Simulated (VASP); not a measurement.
A run of VASP 6.6.1:

Contents of INCAR:

```
SYSTEM = Mo
  PREC = Accurate
  ENCUT = 520
  EDIFF = 1E-7
  ISMEAR = 1
  SIGMA = 0.2
  LREAL = .False.
  LASPH = .True.
  NELM = 100
  ALGO = Normal
  ISIF = 2
  LWAVE = .False.
  LCHARG = .False.
  GGA = CA
  NBANDS = 13
```

The input KPOINTS:

```
regular mesh
0
Gamma
  14 14 14
  0 0 0
```

POSCAR

```
Mo
1.0
   -1.5565618036      1.5565618036      1.5565618036
    1.5565618036     -1.5565618036      1.5565618036
    1.5565618036      1.5565618036     -1.5565618036
Mo
1
Direct
    0.0000000000      0.0000000000      0.0000000000
```

Potentials or basis: VASP PAW LDA potentials, release 64 (Mo_sv).

Run with:

```console
$ cat potpaw_LDA.64/Mo_sv/POTCAR > POTCAR
$ mpirun -np 1 vasp_std > vasp.out
```

Hardware: 1 thread of Intel(R) Xeon(R) Platinum 8259CL CPU @ 2.50GHz (Skylake/Cascade Lake), on a shared host.

Problem. Estimate the wall time of this run.

Solution. It took 12 s on 1 thread of Intel(R) Xeon(R) Platinum 8259CL CPU @ 2.50GHz (Skylake/Cascade Lake), with other jobs on the host, peak memory 0.13 GiB. Counts: scf iterations 11, k points 104.
